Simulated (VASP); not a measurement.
# H8CO6 in VASP: a series of runs, part 3 of 3

VASP 6.6.1.

## Step 5: Single point, PBEsol

INCAR

```
SYSTEM = H8CO6
  PREC = Accurate
  ENCUT = 910
  EDIFF = 1E-6
  ISMEAR = -1
  SIGMA = 0.05
  LREAL = Auto
  LASPH = .TRUE.
  NELM = 120
  ALGO = Normal
  ISIF = 2
  LWAVE = .FALSE.
  LCHARG = .FALSE.
  GGA = PS
  NBANDS = 37
  GGA_COMPAT = .FALSE.
```

KPOINTS

```
Automatic mesh
0
G
  1 1 1
  0 0 0
```

POSCAR

```
H8CO6
1.0
    5.5112720000      0.0000000000      0.0000000000
    0.0000000000      5.5112720000      0.0000000000
    0.0000000000      0.0000000000      5.5112720000
O H C
6 8 1
Direct
    0.7122785074      1.0772545780      0.7418436079
    0.4864210369      0.4151806302      0.5027165532
    0.0525030044      0.7123896175      0.5320050901
    0.7647351397      0.4304750760      0.1040379096
    0.5172164425      0.8928943368      0.2524101259
    0.1757537345      1.0373627721      0.0471993332
    0.6221564700      1.2079894867      0.6485812796
    0.6079951683      0.9355547773      0.7230836341
    0.5596634041      0.4454649629      0.3398906673
    0.3404776704      0.5168270356      0.5203575532
   -0.0652755705      0.6442653240      0.4177003487
   -0.0268707471      0.8602361119      0.5960251196
    0.7940367162      0.5570875679     -0.0155220022
    0.7650298163      0.2784346263      0.0063985296
    0.3447559068      0.9676619967      0.1539593501
```

Potentials or basis: VASP PAW PBE potentials, release 64 (O_h, H_h, C_h).

Run with:

```sh
cat potpaw_PBE.64/O_h/POTCAR potpaw_PBE.64/H_h/POTCAR potpaw_PBE.64/C_h/POTCAR > POTCAR
mpirun -np 1 vasp_gam > vasp.out
```

OUTCAR:

```text
SYSTEM = H8CO6
   PREC = Accurate
   ENCUT = 910
   EDIFF = 1E-6
   ISMEAR = -1
   LREAL = Auto
   LASPH = .TRUE.
   NELM = 120
   ISIF = 2
   GGA = PS

 ion  position               nearest neighbor table
   1  0.712  0.077  0.742-   8 0.98   7 1.01
   2  0.486  0.415  0.503-  10 0.99   9 1.00
   3  0.053  0.712  0.532-  11 0.98  12 0.99
   4  0.765  0.430  0.104-  13 0.97  14 1.00
   5  0.517  0.893  0.252-  15 1.17
   6  0.176  0.037  0.047-  15 1.17
   7  0.622  0.208  0.649-   1 1.01
   8  0.608  0.936  0.723-   1 0.98
   9  0.560  0.445  0.340-   2 1.00
  10  0.340  0.517  0.520-   2 0.99
  11  0.935  0.644  0.418-   3 0.98
  12  0.973  0.860  0.596-   3 0.99
  13  0.794  0.557  0.984-   4 0.97
  14  0.765  0.278  0.006-   4 1.00
  15  0.345  0.968  0.154-   6 1.17   5 1.17

  LATTYP: Found a simple cubic cell.
 ALAT       =     5.5112720000

  Lattice vectors:

 A1 = (   5.5112720000,   0.0000000000,   0.0000000000)
 A2 = (   0.0000000000,   5.5112720000,   0.0000000000)
 A3 = (   0.0000000000,   0.0000000000,   5.5112720000)

Analysis of symmetry for initial positions (statically):
=====================================================================
 Subroutine PRICEL returns:
 Original cell was already a primitive cell.

 Routine SETGRP: Setting up the symmetry group for a
 simple cubic supercell.

 Subroutine GETGRP returns: Found  1 space group operations
 (whereof  1 operations were pure point group operations)
 out of a pool of 48 trial point group operations.

The static configuration has the point symmetry C_1 .

Analysis of symmetry for dynamics (positions and initial velocities):
=====================================================================
 Subroutine PRICEL returns:
 Original cell was already a primitive cell.

 Routine SETGRP: Setting up the symmetry group for a
 simple cubic supercell.

 Subroutine GETGRP returns: Found  1 space group operations
 (whereof  1 operations were pure point group operations)
 out of a pool of 48 trial point group operations.

The dynamic configuration has the point symmetry C_1 .

 Subroutine INISYM returns: Found  1 space group operations
 (whereof  1 operations are pure point group operations),
 and found     1 'primitive' translations

----------------------------------------------------------------------------------------

                                     Primitive cell

  volume of cell :     167.4000

  direct lattice vectors                    reciprocal lattice vectors
     5.511272000  0.000000000  0.000000000     0.181446316  0.000000000  0.000000000
     0.000000000  5.511272000  0.000000000     0.000000000  0.181446316  0.000000000
     0.000000000  0.000000000  5.511272000     0.000000000  0.000000000  0.181446316

  length of vectors
     5.511272000  5.511272000  5.511272000     0.181446316  0.181446316  0.181446316

  position of ions in fractional coordinates (direct lattice)
     0.712278507  0.077254578  0.741843608
     0.486421037  0.415180630  0.502716553
[... 62 lines left out ...]
   number of dos      NEDOS =    301   number of ions     NIONS =     15
   total plane-waves  NPLWV = 157464
   dimension x,y,z NGX =    54 NGY =   54 NGZ =   54
   dimension x,y,z NGXF=   108 NGYF=  108 NGZF=  108
   ions per type =               6   8   1
   NGX,Y,Z   is equivalent  to a cutoff of  16.29, 16.29, 16.29 a.u.
   NGXF,Y,Z  is equivalent  to a cutoff of  32.58, 32.58, 32.58 a.u.
 SYSTEM =  H8CO6
   PREC   = accura    normal or accurate (medium, high low for compatibility)
   ISTART =      0    job   : 0-new  1-cont  2-samecut
   ICHARG =      2    charge: 1-file 2-atom 10-const
   ISPIN  =      1    spin polarized calculation?
   LNONCOLLINEAR =      F non collinear calculations
   LSORBIT =      F    spin-orbit coupling
   LASPH  =      T    aspherical Exc in radial PAW
   ENCUT  =  910.0 eV  66.88 Ry    8.18 a.u.  13.56 13.56 13.56*2*pi/ulx,y,z
   NELM   =    120;   NELMIN=  2; NELMDL= -5     # of ELM steps
   EDIFF  = 0.1E-05   stopping-criterion for ELM
   LREAL  =      T    real-space projection
   EDIFFG = 0.1E-04   stopping-criterion for IOM
   NSW    =      0    number of steps for IOM
   IBRION =     -1    ionic relax: 0-MD 1-quasi-New 2-CG
   NFREE  =      0    steps in history (QN), initial steepest desc. (CG)
   ISIF   =      2    stress and relaxation
   ISYM   =      2    0-nonsym 1-usesym 2-fastsym
   POTIM  = 0.5000    time-step for ionic-motion
   TEBEG  =    0.0;   TEEND  =   0.0 temperature during run
   PSTRESS=    0.0 pullay stress
   NELECT =      48.0000    total number of electrons
   NUPDOWN=      -1.0000    fix difference up-down
   EMIN   =  10.00;   EMAX   =-10.00  energy-range for DOS
   EFERMI =   0.00;   METHOD = LEGACY
   ISMEAR =    -1;   SIGMA  =   0.05  broadening in eV -4-tet -1-fermi 0-gaus
   EFERMI_NEDOS =   21; number of points for ismear=-14 and -15
   IALGO  =     38    algorithm
   IMIX   =      4    mixing-type and parameters
     AMIX     =   0.40;   BMIX     =  1.00
     AMIX_MAG =   1.60;   BMIX_MAG =  1.00
  volume/ion in A,a.u.               =      11.16        75.31
  Fermi-wavevector in a.u.,A,eV,Ry     =   1.079535  2.040025 15.856173  1.165396
  Thomas-Fermi vector in A             =   2.215503
   LORBIT       =      0    0 simple, 1 ext, 2 COOP (PROOUT), +10 PAW based schemes
   GGA     = PS    functional components
   LHFCALC =     F    Hartree Fock is set to
   AEXX    =    0.0000 exact exchange contribution
   IVDW    =     0    specifies the selected vdW correction
   LEPSILON=     F    determine dielectric tensor
   LRPA    =     F    only Hartree local field effects (RPA)
 non-spin polarized calculation
  energy-cutoff  :      910.00
  volume of cell :      167.40
 maximum number of plane-waves:      5198
 NGX is ok and might be reduce to    54
   NGX = 27   NGY = 27   NGZ = 27

 number of electron      48.0000000 magnetization

 Free energy of the ion-electron system (eV)
  ---------------------------------------------------
  ext. energy  EPLUGINS =         0.00000000
  ---------------------------------------------------
  free energy    TOTEN  =       -82.84432893 eV

  energy without entropy =      -82.84432893  energy(sigma->0) =      -82.84432893

 E-fermi :  -1.9628     XC(G=0):  -7.0901

 val. band max:       -3.2671928361   @ k =   0.0000   0.0000   0.0000
 cond. band min:       1.6532877123   @ k =   0.0000   0.0000   0.0000
 fundamental gap:      4.9204805484
 Fermi energy:        -1.9628331754

 k-point     1 :       0.0000    0.0000    0.0000
  band No.  band energies     occupation
      1     -25.0052      2.00000
      2     -24.0035      2.00000
      3     -21.6130      2.00000
      4     -21.1676      2.00000
      5     -21.0130      2.00000
      6     -20.7203      2.00000
[... 28 lines left out ...]
     35       8.6954      0.00000
     36       9.2925      0.00000
 [bands above 36 left out]

------------------------ aborting loop because EDIFF is reached ----------------------------------------

  FORCE on cell =-STRESS in cart. coord.  units (eV):
  Direction    XX          YY          ZZ          XY          YZ          ZX
  --------------------------------------------------------------------------------------
  -------------------------------------------------------------------------------------
  Total       -1.3035055     -1.5701671     -0.9753629      0.4067807     -0.9583097      0.2611536
  in kB      -12.4757855    -15.0279903     -9.3351497      3.8932775     -9.1719346      2.4994879
  external PRESSURE =     -12.2796419 kB  Pullay stress =       0.0000000 kB

 VOLUME and BASIS-vectors are now :
 -----------------------------------------------------------------------------
  energy-cutoff  :      910.00
  volume of cell :      167.40
      direct lattice vectors                 reciprocal lattice vectors
     5.511272000  0.000000000  0.000000000     0.181446316  0.000000000  0.000000000
     0.000000000  5.511272000  0.000000000     0.000000000  0.181446316  0.000000000
     0.000000000  0.000000000  5.511272000     0.000000000  0.000000000  0.181446316

 POSITION                                       TOTAL-FORCE (eV/Angst)
 -----------------------------------------------------------------------------------
      3.92556      0.42577      4.08850         0.045326     -0.060634      0.033457
      2.68080      2.28817      2.77061        -0.051968      0.113500     -0.118724
      0.28936      3.92617      2.93202        -0.148340      0.154515     -0.021033
      4.21466      2.37247      0.57338         0.051810      0.005797     -0.024366
      2.85052      4.92098      1.39110        -0.053530      0.074616     -0.016870
      0.96863      0.20592      0.26013        -0.000040      0.047415      0.059197
      3.42887      1.14629      3.57451         0.000331     -0.029021     -0.016393
      3.35083      5.15610      3.98511        -0.016273      0.033014     -0.006724
      3.08446      2.45508      1.87323        -0.025631     -0.029509      0.112913
      1.87647      2.84837      2.86783         0.034680     -0.021567      0.031952
      5.15152      3.55072      2.30206         0.070376     -0.063285      0.046914
      5.36318      4.74100      3.28486         0.072747     -0.130663     -0.057453
      4.37615      3.07026      5.42573        -0.012810     -0.011622      0.004475
      4.21629      1.53453      0.03526         0.002731      0.030252      0.010803
      1.90004      5.33305      0.84851         0.030591     -0.112808     -0.038147
 -----------------------------------------------------------------------------------
    total drift:                               -0.003209     -0.002629      0.002197

  FREE ENERGIE OF THE ION-ELECTRON SYSTEM (eV)
  ---------------------------------------------------
  free  energy   TOTEN  =       -82.8443289272 eV

  energy  without entropy=      -82.8443289272  energy(sigma->0) =      -82.84432893
```

Run time: 27 s. Hardware: 1 thread of Intel Xeon Platinum 8375C at 2.90GHz (Ice Lake), shared host; peak memory 0.35 GiB.

Results:

| Property | Result |
| --- | --- |
| Free energy | -82.8443 eV |
| Pressure | -1.2 GPa |
| Largest force | 0.215 eV/Å |
| Band gap on the k mesh | 4.92 eV |

Forces on the atoms (eV/Å):
```
O    0.045 -0.061  0.033
O   -0.052  0.114 -0.119
O   -0.148  0.155 -0.021
O    0.052  0.006 -0.024
O   -0.054  0.075 -0.017
O    0.000  0.047  0.059
H    0.000 -0.029 -0.016
H   -0.016  0.033 -0.007
H   -0.026 -0.030  0.113
H    0.035 -0.022  0.032
H    0.070 -0.063  0.047
H    0.073 -0.131 -0.057
H   -0.013 -0.012  0.004
H    0.003  0.030  0.011
C    0.031 -0.113 -0.038
```

Levels at points of the mesh, in eV from the valence-band top:
| k point | band 21 | band 22 | band 23 | band 24 | band 25 | band 26 | band 27 | band 28 |
| --- | --- | --- | --- | --- | --- | --- | --- | --- |
| (0.00, 0.00, 0.00) | -0.53 | -0.28 | -0.18 | 0.00 | 4.92 | 6.83 | 6.96 | 9.03 |

Caveat: the k points lie up to 1.14 Å⁻¹ apart; the cutoff is under 1.25 times the usual one of these potentials, so pressure, stress and relaxed cells hold a basis-set (Pulay) error; the PAW data sets were made with another functional, which shifts forces and pressure a little.

## Step 6: Single point, PBEsol

INCAR

```
PREC = Accurate
ENCUT = 910
EDIFF = 1E-6
ISMEAR = -1
SIGMA = 0.05
LREAL = Auto
LASPH = T
NELM = 120
ALGO = Normal
ISIF = 2
LWAVE = F
LCHARG = F
GGA = PS
NBANDS = 37
GGA_COMPAT = F
```

KPOINTS

```
Automatic mesh
0
Gamma
  1 1 1
```

POSCAR

```
H8CO6
1.0
    5.5112720000      0.0000000000      0.0000000000
    0.0000000000      5.5112720000      0.0000000000
    0.0000000000      0.0000000000      5.5112720000
O H C
6 8 1
Direct
    0.8436346455      1.0770290416      0.4094517563
    0.3735979643      0.5017353526      0.3075333607
   -0.0398093217      0.6673595497      0.8077082750
    0.8856576123      0.2469847251     -0.0502787741
    0.4681496395      0.7306298800     -0.1877243584
    0.3892204921      1.0512273755      0.0707459185
    0.8343445941      0.9017881897      0.4390637951
    0.8897401544      1.1780220610      0.5449195757
    0.2288400935      0.5920956179      0.2349548344
    0.3366010605      0.3360385769      0.3401936976
   -0.0387750777      0.8183228844      0.7195616547
   -0.2243039356      0.5973575610      0.8063292830
    0.9529197615      0.4193587252     -0.0366158665
    0.8287016137      0.1863998003      0.1047489581
    0.4252194412      0.8685653693     -0.0348195480
```

Potentials or basis: VASP PAW PBE potentials, release 64 (O_h, H_h, C_h).

Run with:

```sh
cat potpaw_PBE.64/O_h/POTCAR potpaw_PBE.64/H_h/POTCAR potpaw_PBE.64/C_h/POTCAR > POTCAR
mpirun -np 1 vasp_gam > vasp.out
```

OUTCAR:

```text
PREC = Accurate
   ENCUT = 910
   EDIFF = 1E-6
   ISMEAR = -1
   LREAL = Auto
   LASPH = T
   NELM = 120
   ISIF = 2
   GGA = PS

 ion  position               nearest neighbor table
   1  0.844  0.077  0.409-   8 0.97   7 0.98
   2  0.374  0.502  0.308-  10 0.95   9 1.02
   3  0.960  0.667  0.808-  11 0.96  12 1.09
   4  0.886  0.247  0.950-  14 0.97  13 1.02
   5  0.468  0.731  0.812-  15 1.16
   6  0.389  0.051  0.071-  15 1.18
   7  0.834  0.902  0.439-   1 0.98
   8  0.890  0.178  0.545-   1 0.97
   9  0.229  0.592  0.235-   2 1.02
  10  0.337  0.336  0.340-   2 0.95
  11  0.961  0.818  0.720-   3 0.96
  12  0.776  0.597  0.806-   3 1.09
  13  0.953  0.419  0.963-   4 1.02
  14  0.829  0.186  0.105-   4 0.97
  15  0.425  0.869  0.965-   5 1.16   6 1.18

  LATTYP: Found a simple cubic cell.
[... 198 lines left out ...]
      6     -19.9994      2.00000
[... 28 lines left out ...]
     35       8.4437      0.00000
     36       9.1481      0.00000
 [bands above 36 left out]

------------------------ aborting loop because EDIFF is reached ----------------------------------------

  FORCE on cell =-STRESS in cart. coord.  units (eV):
  Direction    XX          YY          ZZ          XY          YZ          ZX
  --------------------------------------------------------------------------------------
  -------------------------------------------------------------------------------------
  Total       -1.6389952     -2.0449905      2.5186733     -0.9579002      0.1388828     -0.8389813
  in kB      -15.6867411    -19.5725020     24.1060964     -9.1680147      1.3292407     -8.0298483
  external PRESSURE =      -3.7177155 kB  Pullay stress =       0.0000000 kB

 VOLUME and BASIS-vectors are now :
 -----------------------------------------------------------------------------
  energy-cutoff  :      910.00
  volume of cell :      167.40
      direct lattice vectors                 reciprocal lattice vectors
     5.511272000  0.000000000  0.000000000     0.181446316  0.000000000  0.000000000
     0.000000000  5.511272000  0.000000000     0.000000000  0.181446316  0.000000000
     0.000000000  0.000000000  5.511272000     0.000000000  0.000000000  0.181446316

 POSITION                                       TOTAL-FORCE (eV/Angst)
 -----------------------------------------------------------------------------------
      4.64950      0.42453      2.25660        -0.266450     -0.743302     -0.939527
      2.05900      2.76520      1.69490        -0.835108      2.697889     -0.755635
      5.29187      3.67800      4.45150        -2.988158     -1.550147     -0.354017
      4.88110      1.36120      5.23417         0.483223      1.633567     -0.666141
      2.58010      4.02670      4.47667         0.078745     -1.088282     -0.020037
      2.14510      0.28233      0.38990        -0.112008     -1.616544      0.480134
      4.59830      4.97000      2.41980         0.018830      0.831264      0.377258
      4.90360      0.98113      3.00320        -0.043487     -0.405025      0.864828
      1.26120      3.26320      1.29490         1.371134     -1.738930      1.045761
      1.85510      1.85200      1.87490        -0.634725     -0.793763     -0.239650
      5.29757      4.51000      3.96570        -0.076233      0.327349      0.164054
      4.27507      3.29220      4.44390         3.078888      1.561337     -0.302813
      5.25180      2.31120      5.30947        -0.380050     -2.230796      0.332662
      4.56720      1.02730      0.57730         0.204635      0.259513      0.450899
      2.34350      4.78690      5.31937         0.100764      2.855869     -0.437776
 -----------------------------------------------------------------------------------
    total drift:                                0.002719      0.006729     -0.001938

  FREE ENERGIE OF THE ION-ELECTRON SYSTEM (eV)
  ---------------------------------------------------
  free  energy   TOTEN  =       -80.3591040749 eV

  energy  without entropy=      -80.3591040749  energy(sigma->0) =      -80.35910407
```

stdout:

```text
POSCAR found type information on POSCAR O H C
 POSCAR found :  3 types and      15 ions
 scaLAPACK will be used
 -----------------------------------------------------------------------------
|                                                                             |
|                                                                             |
|     You enforced a specific xc type in the INCAR file but a different       |
|     I HOPE YOU KNOW WHAT YOU ARE DOING!                                     |
|                                                                             |
 -----------------------------------------------------------------------------

 LDA part: xc-table for (Slater+PW92), standard interpolation
 POSCAR, INCAR and KPOINTS ok, starting setup
 FFT: planning ... GRIDC
 FFT: planning ... GRID_SOFT
 FFT: planning ... GRID
 WAVECAR not read
 entering main loop
```

Run time: 42 s. Hardware: 1 thread of AMD EPYC 7R43 (Zen 3), shared host; peak memory 0.32 GiB.

What came out:

```yaml
Free_energy: -80.3591 eV
Pressure: -0.4 GPa
Largest_force: 3.465 eV/Å
Band_gap_on_the_k_mesh: 3.60 eV
```

Forces in eV/Å, atoms in the order of the input:
```
O   -0.266 -0.743 -0.940
O   -0.835  2.698 -0.756
O   -2.988 -1.550 -0.354
O    0.483  1.634 -0.666
O    0.079 -1.088 -0.020
O   -0.112 -1.617  0.480
H    0.019  0.831  0.377
H   -0.043 -0.405  0.865
H    1.371 -1.739  1.046
H   -0.635 -0.794 -0.240
H   -0.076  0.327  0.164
H    3.079  1.561 -0.303
H   -0.380 -2.231  0.333
H    0.205  0.260  0.451
C    0.101  2.856 -0.438
```

Caveat: the k points lie up to 1.14 Å⁻¹ apart; the cutoff is under 1.25 times the usual one of these potentials, so pressure, stress and relaxed cells hold a basis-set (Pulay) error; the PAW data sets were made with another functional, which shifts forces and pressure a little.
